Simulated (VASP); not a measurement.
A run of VASP 6.6.1 is set up as follows.

File INCAR:

```
SYSTEM = C
PREC = Accurate
ENCUT = 520
EDIFF = 1E-7
ISMEAR = 0
SIGMA = 0.05
LREAL = .False.
LASPH = .True.
NELM = 60
ALGO = Normal
ISIF = 2
LWAVE = .False.
LCHARG = .False.
GGA = PS
NBANDS = 21
```

Contents of KPOINTS:

```
Automatic mesh
0
Gamma
  15 15 3
  0 0 0
```

The input POSCAR:

```
C
1.0
   -2.4589102530      0.0000000000      0.0000000000
   -1.2294551265     -2.1294787447      0.0000000000
    0.0000000000      0.0000000000     13.7943044874
C
6
Direct
    0.6666666667      0.6666666667      0.1303856023
    1.0000000000      0.0000000000      0.6520648938
    0.3333333333      0.3333333333      0.3912252480
    0.6666666667      0.6666666667      0.6521072510
    1.0000000000      1.0000000000      0.3912676052
    0.3333333333      0.3333333333      0.1304279595
```

Potentials or basis: VASP PAW PBE potentials, release 64 (C).

The run is started by

```sh
$ cat potpaw_PBE.64/C/POTCAR > POTCAR
$ mpirun -np 1 vasp_std > vasp.out
```

Estimate the largest force.

0.004 eV/Å.

Predict the pressure.

0.5 GPa.

Forces on the atoms (eV/Å):
```
C    0.000  0.000  0.004
C    0.000  0.000  0.004
C    0.000  0.000 -0.002
C    0.000  0.000 -0.004
C    0.000  0.000  0.002
C    0.000  0.000 -0.004
```

Caveat: the cell differs from its parent crystal (the distance across one plane changed); this functional lacks dispersion, which binds layers or chains, so the pressure and a relaxed spacing across them are unreliable; the PAW data sets were made with another functional, which shifts forces and pressure a little.
